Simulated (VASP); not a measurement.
Here is a VASP 6.6.1 calculation.

INCAR

```
SYSTEM = Gd
PREC = Accurate
ENCUT = 520
EDIFF = 1E-6
ISMEAR = -1
SIGMA = 0.05
LREAL = .FALSE.
LASPH = .TRUE.
NELM = 150
ALGO = Normal
ISIF = 2
LWAVE = .FALSE.
LCHARG = .TRUE.
ISPIN = 2
MAGMOM = 5.2
LORBIT = 11
NUPDOWN = 5.2
LMAXMIX = 6
GGA = PE
LELF = .TRUE.
LVHAR = .TRUE.
NBANDS = 19
```

Contents of KPOINTS:

```
regular mesh
0
G
  8 8 8
  0 0 0
```

File POSCAR:

```
Gd
1.0
    0.0000000000      2.5858190855      2.5858190855
    2.5858190855      0.0000000000      2.5858190855
    2.5858190855      2.5858190855      0.0000000000
Gd
1
Direct
    0.0000000000      0.0000000000      0.0000000000
```

Potentials or basis: VASP PAW PBE potentials, release 64 (Gd).

The run is started by

```console
$ cat potpaw_PBE.64/Gd/POTCAR > POTCAR
$ mpirun -np 1 vasp_std > vasp.out
```

**Question.** Estimate the pressure.

**Answer.** 2.0 GPa.

Caveat: the total moment is fixed, so each spin has its own Fermi level. The state reached can hang on the start; a lower one may exist.
